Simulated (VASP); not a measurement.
# Si2W (I4/mmm) in VASP: further runs, part 2 of 3

VASP 6.6.1. Earlier steps stand in the parts before.

**3. Relaxation of cell and atoms, revPBE+D3(BJ)**

INCAR

```
ALGO     = Normal         # electronic algorithm
EDIFF    = 1E-7           # SCF threshold, eV
EDIFFG   = -0.01          # ionic threshold
ENCUT    = 600            # plane-wave cutoff, eV
GGA      = RE             # functional
IBRION   = 2              # ionic algorithm
ISIF     = 3              # what is computed and relaxed
ISMEAR   = -1             # smearing method
IVDW     = 12             # dispersion correction
LASPH    = T              # aspherical terms in the spheres
LCHARG   = F              # write CHGCAR
LREAL    = F              # projectors in reciprocal space
LWAVE    = F              # write WAVECAR
NELM     = 60             # most SCF steps
NSW      = 60             # ionic steps
PREC     = Accurate       # precision mode
SIGMA    = 0.05           # smearing width, eV
```

KPOINTS

```
k-points
0
Gamma
  12 12 12
```

POSCAR

```
Si2W
1.0
   -1.6069000000      1.6069000000      3.9149500000
    1.6069000000     -1.6069000000      3.9149500000
    1.6069000000      1.6069000000     -3.9149500000
W Si
1 2
Direct
    0.0000000000      0.0000000000      0.0000000000
    0.6653000000      0.6653000000      0.0000000000
    0.3347000000      0.3347000000      0.0000000000
```

Potentials or basis: VASP PAW PBE potentials, release 64 (W_sv, Si).

Command:

```sh
> cat potpaw_PBE.64/W_sv/POTCAR potpaw_PBE.64/Si/POTCAR > POTCAR
> mpirun -np 1 vasp_std > vasp.out
```

OUTCAR:

```text
EDIFF = 1E-7
   EDIFFG = -0.01
   ENCUT = 600
   GGA = RE
   IBRION = 2
   ISIF = 3
   ISMEAR = -1
   IVDW = 12
   LASPH = T
   LREAL = F
   NELM = 60
   NSW = 60
   PREC = Accurate
 IVDW          = 12

 ion  position               nearest neighbor table
   1  0.000  0.000  0.000-   2 2.62   2 2.62   2 2.62   3 2.62   2 2.62   3 2.62   3 2.62   3 2.62
                             2 2.62   3 2.62
   2  0.665  0.665  0.000-   3 2.59   1 2.62   1 2.62   1 2.62   1 2.62   1 2.62   3 2.63   3 2.63
                             3 2.63   3 2.63
   3  0.335  0.335  0.000-   2 2.59   1 2.62   1 2.62   1 2.62   1 2.62   1 2.62   2 2.63   2 2.63
                             2 2.63   2 2.63

  LATTYP: Found a body centered tetragonal cell.
 ALAT       =     3.2138000000
 C/A-ratio  =     2.4363370465

  Lattice vectors:

 A1 = (  -1.6069000000,   1.6069000000,   3.9149500000)
 A2 = (   1.6069000000,  -1.6069000000,   3.9149500000)
 A3 = (   1.6069000000,   1.6069000000,  -3.9149500000)

Analysis of symmetry for initial positions (statically):
=====================================================================
[... 433 lines left out ...]
 cond. band min:      12.6412866286   @ k =  -0.4167  -0.4167   0.4167
 fundamental gap:      0.0378242737
 Fermi energy:        12.6059401111

 k-point     1 :       0.0000    0.0000    0.0000
  band No.  band energies     occupation
      1     -61.2243      2.00000
      2     -25.5245      2.00000
      3     -25.4764      2.00000
      4     -25.4764      2.00000
      5      -1.8409      2.00000
      6       5.4728      2.00000
      7       8.8248      2.00000
      8       9.0795      2.00000
      9       9.6136      2.00000
     10       9.6136      2.00000
     11      13.2528      0.00000
     12      15.2784      0.00000
     13      15.5574      0.00000
     14      15.8199      0.00000
[... 401 lines left out ...]
      2     -25.7040      2.00000
      3     -25.5154      2.00000
      4     -25.4984      2.00000
      5       1.3440      2.00000
      6       4.0485      2.00000
      7       6.6392      2.00000
      8       7.8798      2.00000
      9       9.5588      2.00000
     10      10.1423      2.00000
     11      10.2984      2.00000
     12      14.7255      0.00000
     13      15.4487      0.00000
     14      16.0226      0.00000
     15      17.5129      0.00000

 [... further k-points ...]

------------------------ aborting loop because EDIFF is reached ----------------------------------------

 Edisp (eV)   -3.37093

 E8    (eV) :    -2.3915
[... 26 lines left out ...]
  FREE ENERGIE OF THE ION-ELECTRON SYSTEM (eV)
  ---------------------------------------------------
  free  energy   TOTEN  =       -27.1681891334 eV

  energy  without entropy=      -27.1664986309  energy(sigma->0) =      -27.16734388

 reached required accuracy - stopping structural energy minimisation
```

OSZICAR:

```text
N       E                     dE             d eps       ncg     rms          rms(c)
DAV:   1     0.136509767960E+03    0.13651E+03   -0.12147E+04  4890   0.164E+03
DAV:   2    -0.202563272784E+02   -0.15677E+03   -0.15470E+03  5583   0.382E+02
DAV:   3    -0.246901598270E+02   -0.44338E+01   -0.43363E+01  6605   0.542E+01
[... 65 lines left out ...]
DAV:   2    -0.237973012479E+02    0.14930E-03   -0.34346E-04  5709   0.157E-01    0.390E-02
DAV:   3    -0.237972574150E+02    0.43833E-04   -0.12987E-04  6206   0.887E-02    0.114E-02
DAV:   4    -0.237972569626E+02    0.45245E-06   -0.63097E-06  5289   0.200E-02    0.614E-03
DAV:   5    -0.237972566838E+02    0.27873E-06   -0.37618E-07  6337   0.470E-03    0.276E-03
DAV:   6    -0.237972565987E+02    0.85120E-07   -0.32752E-08  2704   0.144E-03
   7 F= -.27168189E+02 E0= -.27167344E+02  d E =-.705009E-04
```

Wall time 11 min (1 thread of Intel Xeon 6975P-C, shared host); peak memory 0.31 GiB.

Results:

| Quantity | Value |
| --- | --- |
| Free energy | -27.1682 eV |
| Relaxed volume | 12.99 Å³/atom |
| Relaxed cell | a = 4.480 Å, b = 4.480 Å, c = 4.480 Å, α = 138.55°, β = 138.55°, γ = 60.06° |
| Space group after relaxing (to 0.05 Å) | I4/mmm (No. 139) |
| Energy gained by relaxing | 13.2 meV/atom |
| Ionic steps | 7 |
| Pressure after relaxing | 0.0 GPa |
| Largest force after relaxing | 0.008 eV/Å |
| Band gap on the k mesh | zero (band 11 reaches 13.40 eV, above the bottom of band 12 at 11.97 eV) |
| Dispersion energy per atom | -1.124 eV |

Forces in eV/Å, atoms in the order of the input:
```
W    0.000  0.000  0.000
Si   0.000  0.000 -0.008
Si   0.000  0.000  0.008
```

Step by step:
```csv
step,energy change (eV),largest force (eV/Å),pressure (GPa),volume (Å³)
1,0.0000,0.0777,-8.18,40.44
2,0.0958,0.2867,18.65,36.54
3,-0.0381,0.1495,-0.09,39.03
4,-0.0381,0.1509,0.09,39.00
5,-0.0394,0.0078,0.02,38.97
6,-0.0395,0.0305,0.02,38.97
7,-0.0395,0.0078,-0.03,38.98
```

Final structure:
```cif
data_structure
_symmetry_space_group_name_H-M 'P 1'
_symmetry_Int_Tables_number 1
_cell_length_a 4.4796
_cell_length_b 4.4796
_cell_length_c 4.4796
_cell_angle_alpha 138.553
_cell_angle_beta 138.553
_cell_angle_gamma 60.058
_cell_volume 38.98
loop_
_atom_site_label
_atom_site_type_symbol
_atom_site_fract_x
_atom_site_fract_y
_atom_site_fract_z
_atom_site_occupancy
W1 W 0.00000 0.00000 0.00000 1
Si1 Si 0.66637 0.66637 0.00000 1
Si2 Si 0.33363 0.33363 0.00000 1
```

Levels at points of the mesh, in eV from the Fermi level:
```tsv
k point	band 9	band 10	band 11	band 12	band 13	band 14
(0.00, 0.00, 0.00)	-2.99	-2.99	0.65	2.67	2.95	3.21
(0.50, 0.00, 0.00)	-2.96	-2.90	-0.52	2.80	2.88	3.99
(0.50, 0.50, 0.00)	-5.23	-3.47	-1.78	2.83	3.16	3.32
(0.50, 0.50, 0.50)	-0.88	-0.88	-0.56	-0.56	0.84	4.55
```

Caveat: the PAW data sets were made with another functional, which shifts forces and pressure a little; spin-orbit coupling is left out, which moves the levels of the heavy elements; pairwise dispersion overbinds metals, which lowers pressure and volume.

**4. Relaxation of cell and atoms, revPBE+D4**

INCAR

```
ALGO = Normal ; EDIFF = 1E-7
EDIFFG = -0.01 ; ENCUT = 600
GGA = RE ; IBRION = 2
ISIF = 3 ; ISMEAR = -1
IVDW = 13 ; LASPH = True
LCHARG = False ; LREAL = False
LWAVE = False ; NELM = 80
NSW = 60 ; PREC = Accurate
SIGMA = 0.05
```

KPOINTS is that of step 3.

POSCAR is that of step 3.

Potentials or basis: VASP PAW PBE potentials, release 64 (W_sv, Si).

Command:

```sh
> cat potpaw_PBE.64/W_sv/POTCAR potpaw_PBE.64/Si/POTCAR > POTCAR
> mpirun -np 1 vasp_std > vasp.out
```

OUTCAR:

```text
EDIFF = 1E-7
   EDIFFG = -0.01
   ENCUT = 600
   GGA = RE
   IBRION = 2
   ISIF = 3
   ISMEAR = -1
   IVDW = 13
   LASPH = True
   LREAL = False
   NELM = 80
   NSW = 60
   PREC = Accurate

 ion  position               nearest neighbor table
   1  0.000  0.000  0.000-   2 2.62   2 2.62   2 2.62   3 2.62   2 2.62   3 2.62   3 2.62   3 2.62
                             2 2.62   3 2.62
   2  0.665  0.665  0.000-   3 2.59   1 2.62   1 2.62   1 2.62   1 2.62   1 2.62   3 2.63   3 2.63
                             3 2.63   3 2.63
   3  0.335  0.335  0.000-   2 2.59   1 2.62   1 2.62   1 2.62   1 2.62   1 2.62   2 2.63   2 2.63
                             2 2.63   2 2.63

  LATTYP: Found a body centered tetragonal cell.
 ALAT       =     3.2138000000
 C/A-ratio  =     2.4363370465

  Lattice vectors:

 A1 = (  -1.6069000000,   1.6069000000,   3.9149500000)
 A2 = (   1.6069000000,  -1.6069000000,   3.9149500000)
 A3 = (   1.6069000000,   1.6069000000,  -3.9149500000)

Analysis of symmetry for initial positions (statically):
=====================================================================
 Subroutine PRICEL returns:
 Original cell was already a primitive cell.

 Routine SETGRP: Setting up the symmetry group for a
 body centered tetragonal supercell.

 Subroutine GETGRP returns: Found 16 space group operations
 (whereof 16 operations were pure point group operations)
 out of a pool of 16 trial point group operations.

The static configuration has the point symmetry D_4h.

Analysis of symmetry for dynamics (positions and initial velocities):
=====================================================================
 Subroutine PRICEL returns:
 Original cell was already a primitive cell.

 Routine SETGRP: Setting up the symmetry group for a
 body centered tetragonal supercell.

 Subroutine GETGRP returns: Found 16 space group operations
 (whereof 16 operations were pure point group operations)
 out of a pool of 16 trial point group operations.

The dynamic configuration has the point symmetry D_4h.

 Subroutine INISYM returns: Found 16 space group operations
 (whereof 16 operations are pure point group operations),
 and found     1 'primitive' translations

----------------------------------------------------------------------------------------
[... 115 lines left out ...]
     AMIX_MAG =   1.60;   BMIX_MAG =  1.00
  volume/ion in A,a.u.               =      13.48        90.96
  Fermi-wavevector in a.u.,A,eV,Ry     =   1.336476  2.525573 24.302284  1.786167
  Thomas-Fermi vector in A             =   2.465099
   LORBIT       =      0    0 simple, 1 ext, 2 COOP (PROOUT), +10 PAW based schemes
   GGA     = RE    functional components
   LHFCALC =     F    Hartree Fock is set to
   AEXX    =    0.0000 exact exchange contribution
   IVDW    =    13    specifies the selected vdW correction
   LEPSILON=     F    determine dielectric tensor
   LRPA    =     F    only Hartree local field effects (RPA)
 conjugate gradient relaxation of ions
 non-spin polarized calculation
  energy-cutoff  :      600.00
  volume of cell :       40.44
 maximum number of plane-waves:      1372
   NGX = 19   NGY = 19   NGZ = 19

--------------------------------------- Ionic step        1  -------------------------------------------

 number of electron      21.9999999 magnetization

 Free energy of the ion-electron system (eV)
  ---------------------------------------------------
  ext. energy  EPLUGINS =         0.00000000
  ---------------------------------------------------
  free energy    TOTEN  =       -23.88352770 eV

  energy without entropy =      -23.88157827  energy(sigma->0) =      -23.88255298

------------------------ aborting loop because EDIFF is reached ----------------------------------------

  DFT-D4 for vdW energy calculation

  Edisp (eV):   -2.84383
[... 237 lines left out ...]
--------------------------------------- Ionic step        7  -------------------------------------------

 number of electron      21.9999999 magnetization

 Free energy of the ion-electron system (eV)
  ---------------------------------------------------
  ext. energy  EPLUGINS =         0.00000000
  ---------------------------------------------------
  free energy    TOTEN  =       -23.83489795 eV

  energy without entropy =      -23.83315776  energy(sigma->0) =      -23.83402785

 E-fermi :  12.4212     XC(G=0): -12.6275

 val. band max:       12.3748053715   @ k =  -0.3333  -0.4167   0.3333
 cond. band min:      12.4216590702   @ k =  -0.4167  -0.4167   0.3333
 fundamental gap:      0.0468536987
 Fermi energy:        12.4212174709

 k-point     1 :       0.0000    0.0000    0.0000
  band No.  band energies     occupation
      1     -61.4301      2.00000
      2     -25.7158      2.00000
      3     -25.6773      2.00000
      4     -25.6773      2.00000
      5      -1.9139      2.00000
      6       5.3727      2.00000
      7       8.6443      2.00000
      8       8.9592      2.00000
      9       9.4696      2.00000
     10       9.4696      2.00000
     11      13.0537      0.00001
     12      15.1527      0.00000
     13      15.3000      0.00000
     14      15.5879      0.00000
[... 401 lines left out ...]
      2     -25.8937      2.00000
      3     -25.7144      2.00000
      4     -25.6912      2.00000
      5       1.2386      2.00000
      6       3.9351      2.00000
      7       6.5148      2.00000
      8       7.7430      2.00000
      9       9.4206      2.00000
     10       9.9801      2.00000
     11      10.1408      2.00000
     12      14.5216      0.00000
     13      15.2124      0.00000
     14      15.8136      0.00000
     15      17.2715      0.00000

 [... further k-points ...]

------------------------ aborting loop because EDIFF is reached ----------------------------------------

  DFT-D4 for vdW energy calculation

  Edisp (eV):   -2.91083
[... 26 lines left out ...]
  FREE ENERGIE OF THE ION-ELECTRON SYSTEM (eV)
  ---------------------------------------------------
  free  energy   TOTEN  =       -26.7457321317 eV

  energy  without entropy=      -26.7439919451  energy(sigma->0) =      -26.74486204

 reached required accuracy - stopping structural energy minimisation
```

Run time: 11 min. Hardware: 1 thread of Intel Xeon 6975P-C, shared host; peak memory 0.3 GiB.

What came out:

```
Free energy                            : -26.7457 eV
Relaxed volume                         : 13.15 Å³/atom
Relaxed cell                           : a = 4.496 Å, b = 4.496 Å, c = 4.496 Å, α = 138.52°, β = 138.52°, γ = 60.10°
Space group after relaxing (to 0.05 Å) : I4/mmm (No. 139)
Energy gained by relaxing              : 6.1 meV/atom
Ionic steps                            : 7
Pressure after relaxing                : -0.1 GPa
Largest force after relaxing           : 0.007 eV/Å
Band gap on the k mesh                 : zero (band 11 reaches 13.19 eV, above the bottom of band 12 at 11.81 eV)
Dispersion energy per atom             : -0.970 eV
```

Forces on the atoms (eV/Å):
```
W    0.000  0.000  0.000
Si   0.000  0.000 -0.007
Si   0.000  0.000  0.007
```

The path:
```tsv
step	energy change (eV)	largest force (eV/Å)	pressure (GPa)	volume (Å³)
1	0.0000	0.0752	-5.55	40.44
2	0.0409	0.1868	11.70	37.77
3	-0.0175	0.1151	0.02	39.46
4	-0.0175	0.1159	0.13	39.45
5	-0.0183	0.0072	0.06	39.43
6	-0.0183	0.0219	0.07	39.43
7	-0.0184	0.0066	-0.09	39.46
```

Final structure:
```yaml
crystal:
  lattice:
    - [-1.59205, 1.59205, 3.89160]
    - [1.59205, -1.59205, 3.89160]
    - [1.59205, 1.59205, -3.89160]
  atoms:
    - { symbol: W, position: [0.00000, 0.00000, 0.00000] }
    - { symbol: Si, position: [0.66617, 0.66617, 0.00000] }
    - { symbol: Si, position: [0.33383, 0.33383, 0.00000] }
```

Caveat: the PAW data sets were made with another functional, which shifts forces and pressure a little; spin-orbit coupling is left out, which moves the levels of the heavy elements; pairwise dispersion overbinds metals, which lowers pressure and volume.

(Continued in part 3 of 3.)
